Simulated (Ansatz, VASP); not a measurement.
One calculation of CdTe, two programs

```xyz
2
Lattice="0.0000 3.2050 3.2050 3.2050 0.0000 3.2050 3.2050 3.2050 0.0000" Properties=species:S:1:pos:R:3 pbc="T T T"
Te    4.8075    4.8075    4.8075
Cd    0.0000    0.0000    0.0000
```

Alike in both runs: functional PBE; dispersion D3(BJ); k mesh 7 × 7 × 7; occupations tetrahedron; no spin polarisation.

|  | VASP | Ansatz |
| --- | --- | --- |
| version | VASP 6.6.1 | Ansatz 0.2.0 |
| potentials or method | VASP PAW PBE potentials, release 64 (Te, Cd), cutoff 520 eV | all-electron LAPW, scalar-relativistic |
| task | single point | band structure |

```csv
,VASP,Ansatz,Ansatz less VASP
gap on the k mesh at the Fermi level (eV),0.87,0.87,-0.001
least direct gap on the mesh (eV),0.87,0.87,-0.001
pressure (GPa),2.4,2.3,-0.14
```

Ansatz ran all-electron here, and VASP with PAW potentials.

Spin-orbit coupling is off throughout.
